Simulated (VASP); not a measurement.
# CoO (I4/mmm) in VASP: notebook

Runs on CoO. Level: PBE. Tasks: single point.

All numbers are computed with VASP 6.6.1; they aren't measurements. Logs are shortened: lines on timing, memory, paths and dates and some standing lists are left out, and cuts for length are marked.

## Step 1: The cell of the first run

Symmetry: I4/mmm, No. 139, tetragonal system. Conventional cell: a = 3.016 Å, b = 3.016 Å, c = 4.215 Å, α = 90.00°, β = 90.00°, γ = 90.00°. Co (site symmetry 4/mmm) has 6 O at 2.11 to 2.13 Å within 2.8 Å. Within 2.8 Å of O (site symmetry 4/mmm) lie 6 Co at 2.11 to 2.13 Å.

## Step 2: Single point, PBE, collinear spin, ferromagnetic start

Contents of INCAR:

```
PREC = Accurate
ENCUT = 600
EDIFF = 1E-6
ISMEAR = -1
SIGMA = 0.05
LREAL = False
LASPH = True
NELM = 200
ALGO = Normal
ISIF = 2
LWAVE = False
LCHARG = False
ISPIN = 2
MAGMOM = 3 0
LORBIT = 11
NUPDOWN = 3.0
LMAXMIX = 4
GGA = PE
NBANDS = 22
GGA_COMPAT = False
```

Contents of KPOINTS:

```
regular mesh
0
Gamma
  10 10 10
```

Contents of POSCAR:

```
CoO
1.0
   -1.5080004400      1.5080004400      2.1072503600
    1.5080004400     -1.5080004400      2.1072503600
    1.5080004400      1.5080004400     -2.1072503600
Co O
1 1
Direct
    0.0000000000      0.0000000000      0.0000000000
    0.5000000000      0.5000000000      0.0000000000
```

Potentials or basis: VASP PAW PBE potentials, release 64 (Co_sv, O).

On the command line:

```console
$ cat potpaw_PBE.64/Co_sv/POTCAR potpaw_PBE.64/O/POTCAR > POTCAR
$ mpirun -np 1 vasp_std > vasp.out
```

OUTCAR:

```text
PREC = Accurate
   ENCUT = 600
   EDIFF = 1E-6
   ISMEAR = -1
   LREAL = False
   LASPH = True
   NELM = 200
   ISIF = 2
   ISPIN = 2
   LORBIT = 11
   NUPDOWN = 3.0
   GGA = PE

 ion  position               nearest neighbor table
   1  0.000  0.000  0.000-   2 2.11   2 2.11   2 2.13   2 2.13   2 2.13   2 2.13
   2  0.500  0.500  0.000-   1 2.11   1 2.11   1 2.13   1 2.13   1 2.13   1 2.13

  LATTYP: Found a body centered tetragonal cell.
 ALAT       =     3.0160008800
 C/A-ratio  =     1.3973804676

  Lattice vectors:

 A1 = (  -1.5080004400,   1.5080004400,   2.1072503600)
 A2 = (   1.5080004400,  -1.5080004400,   2.1072503600)
 A3 = (   1.5080004400,   1.5080004400,  -2.1072503600)

Analysis of symmetry for initial positions (statically):
=====================================================================
 Subroutine PRICEL returns:
 Original cell was already a primitive cell.

 Routine SETGRP: Setting up the symmetry group for a
 body centered tetragonal supercell.

 Subroutine GETGRP returns: Found 16 space group operations
 (whereof 16 operations were pure point group operations)
 out of a pool of 16 trial point group operations.

The static configuration has the point symmetry D_4h.

Analysis of symmetry for dynamics (positions and initial velocities):
=====================================================================
 Subroutine PRICEL returns:
 Original cell was already a primitive cell.

 Routine SETGRP: Setting up the symmetry group for a
 body centered tetragonal supercell.

 Subroutine GETGRP returns: Found 16 space group operations
 (whereof 16 operations were pure point group operations)
 out of a pool of 16 trial point group operations.

The dynamic configuration has the point symmetry D_4h.

Analysis of structural, dynamic, and magnetic symmetry:
=====================================================================
 Subroutine PRICEL returns:
 Original cell was already a primitive cell.

 Routine SETGRP: Setting up the symmetry group for a
 body centered tetragonal supercell.

 Subroutine GETGRP returns: Found 16 space group operations
 (whereof 16 operations were pure point group operations)
 out of a pool of 16 trial point group operations.

The overall configuration has the point symmetry D_4h.

 Subroutine INISYM returns: Found 16 space group operations
 (whereof 16 operations are pure point group operations),
 and found     1 'primitive' translations

[... 115 lines left out ...]
  volume/ion in A,a.u.               =       9.58        64.68
  Fermi-wavevector in a.u.,A,eV,Ry     =   1.739633  3.287431 41.175646  3.026325
  Thomas-Fermi vector in A             =   2.812437
   LORBIT       =     11    0 simple, 1 ext, 2 COOP (PROOUT), +10 PAW based schemes
   GGA     = PE    functional components
   LHFCALC =     F    Hartree Fock is set to
   AEXX    =    0.0000 exact exchange contribution
   IVDW    =     0    specifies the selected vdW correction
   LEPSILON=     F    determine dielectric tensor
   LRPA    =     F    only Hartree local field effects (RPA)
 spin polarized calculation
  energy-cutoff  :      600.00
  volume of cell :       19.17
 maximum number of plane-waves:       653
   NGX = 11   NGY = 11   NGZ = 11

 number of electron      22.9999981 magnetization       3.0000003

 Free energy of the ion-electron system (eV)
  ---------------------------------------------------
  ext. energy  EPLUGINS =         0.00000000
  ---------------------------------------------------
  free energy    TOTEN  =       -13.13651470 eV

  energy without entropy =      -13.10662934  energy(sigma->0) =      -13.12157202

 E-fermi :   9.0407     XC(G=0): -12.7397

 val. band max:        9.1673722474   @ k =   0.5000   0.0000  -0.0000
 cond. band min:       9.0485818404   @ k =  -0.3000   0.4000   0.1000
 fundamental gap:     -0.1187904070
 Fermi energy:         9.6558753692

 spin component 1

 k-point     1 :       0.0000    0.0000    0.0000
  band No.  band energies     occupation
      1     -87.9268      1.00000
      2     -51.2362      1.00000
      3     -51.1360      1.00000
      4     -51.1360      1.00000
      5     -11.2557      1.00000
      6       5.6976      1.00000
[... 589 lines left out ...]
     21      37.7540      0.00000
     22      39.3177      0.00000

 [... further k-points ...]

 spin component 2

 k-point     1 :       0.0000    0.0000    0.0000
  band No.  band energies     occupation
      1     -84.8018      1.00000
      2     -48.1404      1.00000
      3     -48.1096      1.00000
      4     -48.1095      1.00000
      5     -10.7194      1.00000
      6       6.4246      1.00000
[... 589 lines left out ...]
     21      38.3604      0.00000
     22      40.0690      0.00000

 [... further k-points ...]

------------------------ aborting loop because EDIFF is reached ----------------------------------------

  FORCE on cell =-STRESS in cart. coord.  units (eV):
  Direction    XX          YY          ZZ          XY          YZ          ZX
  --------------------------------------------------------------------------------------
  -------------------------------------------------------------------------------------
  Total       -0.2160083     -0.2160083     -0.1482804      0.0000000      0.0000000      0.0000000
  in kB      -18.0551874    -18.0551874    -12.3941101      0.0000000      0.0000000      0.0000000
  external PRESSURE =     -16.1681617 kB  Pullay stress =       0.0000000 kB

 VOLUME and BASIS-vectors are now :
 -----------------------------------------------------------------------------
  energy-cutoff  :      600.00
  volume of cell :       19.17
      direct lattice vectors                 reciprocal lattice vectors
    -1.508000440  1.508000440  2.107250360     0.000000000  0.331564890  0.237276030
     1.508000440 -1.508000440  2.107250360     0.331564890  0.000000000  0.237276030
     1.508000440  1.508000440 -2.107250360     0.331564890  0.331564890  0.000000000

 POSITION                                       TOTAL-FORCE (eV/Angst)
 -----------------------------------------------------------------------------------
      0.00000      0.00000      0.00000        -0.000000      0.000000     -0.000000
      0.00000      0.00000      2.10725         0.000000     -0.000000      0.000000
 -----------------------------------------------------------------------------------
    total drift:                               -0.000000      0.000000      0.000000

  FREE ENERGIE OF THE ION-ELECTRON SYSTEM (eV)
  ---------------------------------------------------
  free  energy   TOTEN  =       -13.1365147001 eV

  energy  without entropy=      -13.1066293408  energy(sigma->0) =      -13.12157202

 total charge

# of ion       s       p       d       tot
------------------------------------------
    1        2.143   6.063   6.662  14.868
    2        1.551   3.437   0.000   4.989
--------------------------------------------------
tot          3.694   9.500   6.662  19.857

 magnetization (x)

# of ion       s       p       d       tot
------------------------------------------
    1        0.014   0.010   2.547   2.571
    2        0.030   0.292   0.000   0.321
--------------------------------------------------
tot          0.043   0.302   2.547   2.892
```

stdout:

```text
POSCAR found type information on POSCAR CoO
 POSCAR found :  2 types and       2 ions
 scaLAPACK will be used
 LDA part: xc-table for (Slater+PW92), standard interpolation
 POSCAR, INCAR and KPOINTS ok, starting setup
 FFT: planning ... GRIDC
 FFT: planning ... GRID_SOFT
 FFT: planning ... GRID
 WAVECAR not read
 entering main loop
```

Wall time 3 min (1 thread of AMD EPYC 7R43 (Zen 3), shared host); peak memory 0.17 GiB.

Results:

```yaml
Free_energy: -13.1365 eV
Pressure: -1.6 GPa
Net_moment: 3.00 μB per cell
Site_moments: Co +2.57; O +0.32 μB
Valence_electrons_inside_the_program's_atomic_spheres: Co 14.87; O 4.99
```

Caveat: the total moment is fixed, so each spin has its own Fermi level; a cell with one magnetic atom can't hold antiferromagnetic order, which such compounds often take.

## Step 3: Single point, PBE, collinear spin, ferromagnetic start

Contents of INCAR:

```
PREC     = Accurate       # precision mode
ENCUT    = 600            # plane-wave cutoff, eV
EDIFF    = 1E-6           # SCF threshold, eV
ISMEAR   = -1             # smearing method
SIGMA    = 0.05           # smearing width, eV
LREAL    = F              # projectors in reciprocal space
LASPH    = T              # aspherical terms in the spheres
NELM     = 200            # most SCF steps
ALGO     = Normal         # electronic algorithm
ISIF     = 2              # what is computed and relaxed
LWAVE    = F              # write WAVECAR
LCHARG   = T              # write CHGCAR
ISPIN    = 2              # spin polarisation
MAGMOM   = 4 0            # initial moments
LORBIT   = 11             # projections on sites
NUPDOWN  = 4.0            # fixed moment
LMAXMIX  = 4              # l up to which the mixer works
GGA      = PE             # functional
LELF     = T              # ELF
LVHAR    = T            
NBANDS   = 22             # bands
GGA_COMPAT= F
```

KPOINTS is that of step 2.

POSCAR is that of step 2.

Potentials or basis: VASP PAW PBE potentials, release 64 (Co_sv, O).

On the command line:

```console
$ cat potpaw_PBE.64/Co_sv/POTCAR potpaw_PBE.64/O/POTCAR > POTCAR
$ mpirun -np 1 vasp_std > vasp.out
```

OUTCAR:

```text
PREC = Accurate
   ENCUT = 600
   EDIFF = 1E-6
   ISMEAR = -1
   LREAL = F
   LASPH = T
   NELM = 200
   ISIF = 2
   ISPIN = 2
   LORBIT = 11
   NUPDOWN = 4.0
   GGA = PE

 ion  position               nearest neighbor table
   1  0.000  0.000  0.000-   2 2.11   2 2.11   2 2.13   2 2.13   2 2.13   2 2.13
   2  0.500  0.500  0.000-   1 2.11   1 2.11   1 2.13   1 2.13   1 2.13   1 2.13

  LATTYP: Found a body centered tetragonal cell.
 ALAT       =     3.0160008800
 C/A-ratio  =     1.3973804676

  Lattice vectors:

 A1 = (  -1.5080004400,   1.5080004400,   2.1072503600)
 A2 = (   1.5080004400,  -1.5080004400,   2.1072503600)
 A3 = (   1.5080004400,   1.5080004400,  -2.1072503600)

Analysis of symmetry for initial positions (statically):
=====================================================================
 Subroutine PRICEL returns:
 Original cell was already a primitive cell.

 Routine SETGRP: Setting up the symmetry group for a
[... 798 lines left out ...]
      3     -49.1852      1.00000
      4     -49.1852      1.00000
      5     -10.3774      1.00000
      6       6.7829      1.00000
[... 589 lines left out ...]
     21      38.4603      0.00000
     22      40.0574      0.00000

 [... further k-points ...]

------------------------ aborting loop because EDIFF is reached ----------------------------------------

  FORCE on cell =-STRESS in cart. coord.  units (eV):
  Direction    XX          YY          ZZ          XY          YZ          ZX
  --------------------------------------------------------------------------------------
  -------------------------------------------------------------------------------------
  Total        2.6363961      2.6363961      2.7368426      0.0000000      0.0000000      0.0000000
  in kB      220.3647785    220.3647785    228.7606572      0.0000000      0.0000000      0.0000000
  external PRESSURE =     223.1634048 kB  Pullay stress =       0.0000000 kB

 VOLUME and BASIS-vectors are now :
 -----------------------------------------------------------------------------
  energy-cutoff  :      600.00
  volume of cell :       19.17
      direct lattice vectors                 reciprocal lattice vectors
    -1.508000440  1.508000440  2.107250360     0.000000000  0.331564890  0.237276030
     1.508000440 -1.508000440  2.107250360     0.331564890  0.000000000  0.237276030
     1.508000440  1.508000440 -2.107250360     0.331564890  0.331564890  0.000000000

 POSITION                                       TOTAL-FORCE (eV/Angst)
 -----------------------------------------------------------------------------------
      0.00000      0.00000      0.00000         0.000000     -0.000000      0.000000
      0.00000      0.00000      2.10725        -0.000000      0.000000      0.000000
 -----------------------------------------------------------------------------------
    total drift:                               -0.000000      0.000000      0.000000

  FREE ENERGIE OF THE ION-ELECTRON SYSTEM (eV)
  ---------------------------------------------------
  free  energy   TOTEN  =       -10.5458910085 eV

  energy  without entropy=      -10.5168419952  energy(sigma->0) =      -10.53136650

 total charge

# of ion       s       p       d       tot
------------------------------------------
    1        2.211   6.092   6.442  14.744
    2        1.599   3.372   0.000   4.971
--------------------------------------------------
tot          3.810   9.464   6.442  19.716

 magnetization (x)

# of ion       s       p       d       tot
------------------------------------------
    1        0.083   0.039   2.836   2.958
    2        0.086   0.551   0.000   0.637
--------------------------------------------------
tot          0.169   0.590   2.836   3.595
```

It took 3.1 min on 1 thread of AMD EPYC 7R43 (Zen 3), shared host; peak memory 0.16 GiB.

What came out:

```yaml
Free_energy: -10.5459 eV
Pressure: 22.3 GPa
Net_moment: 4.00 μB per cell
Site_moments: Co +2.96; O +0.64 μB
Valence_electrons_inside_the_program's_atomic_spheres: Co 14.74; O 4.97
```

Caveat: the cell stands under pressure; the total moment is fixed, so each spin has its own Fermi level; a cell with one magnetic atom can't hold antiferromagnetic order, which such compounds often take.

## Step 4: Single point, PBE, collinear spin, ferromagnetic start

Contents of INCAR:

```
  ALGO = Normal
  EDIFF = 1E-6
  ENCUT = 600
  GGA = PE
  GGA_COMPAT = F
  ISIF = 2
  ISMEAR = -1
  ISPIN = 2
  LASPH = T
  LCHARG = F
  LMAXMIX = 4
  LORBIT = 11
  LREAL = F
  LWAVE = F
  MAGMOM = 1.5 0
  NBANDS = 22
  NELM = 200
  NUPDOWN = 1.5
  PREC = Accurate
  SIGMA = 0.05
```

Contents of KPOINTS:

```
k-points
0
Gamma
  10 10 10
```

POSCAR is that of step 3.

On the command line:

```console
$ cat potpaw_PBE.64/Co_sv/POTCAR potpaw_PBE.64/O/POTCAR > POTCAR
$ mpirun -np 1 vasp_std > vasp.out
```

Wall time 60 s (1 thread of AMD EPYC 9R45 (Zen 5), shared host); peak memory 0.17 GiB.

Results (log left out):

* Free energy: -12.9416 eV
* Pressure: -13.7 GPa
* Net moment: 1.50 μB per cell
* Site moments: Co +1.43; O +0.01 μB
* Valence electrons inside the program's atomic spheres: Co 14.95; O 4.94

Stress tensor (GPa, compression positive):
```
-14.11   0.00   0.00
  0.00 -14.11   0.00
  0.00   0.00 -12.75
```

Caveat: the cell stands under tension; the total moment is fixed, so each spin has its own Fermi level; a cell with one magnetic atom can't hold antiferromagnetic order, which such compounds often take.

## Step 5: Summary

| fixed moment (μB) | pressure (GPa) | moment (μB) |
| --- | --- | --- |
| 3.0 | -1.6 | 3.00 |
| 4.0 | 22.3 | 4.00 |
| 1.5 | -13.7 | 1.50 |

Alike in all rows: task single point; level PBE; potentials or basis VASP PAW PBE potentials, release 64 (Co_sv, O); spin collinear, ferromagnetic start; cell as given; k mesh 10 × 10 × 10; cutoff (eV) 600; smearing fermi-dirac 0.05 eV.

Caveats: the total moment is fixed, so each spin has its own Fermi level; a cell with one magnetic atom can't hold antiferromagnetic order, which such compounds often take; the cell stands under pressure (at least some runs); the cell stands under tension (at least some runs).

Total energies depend on the potentials used, so only differences within one code and one set of settings carry meaning.
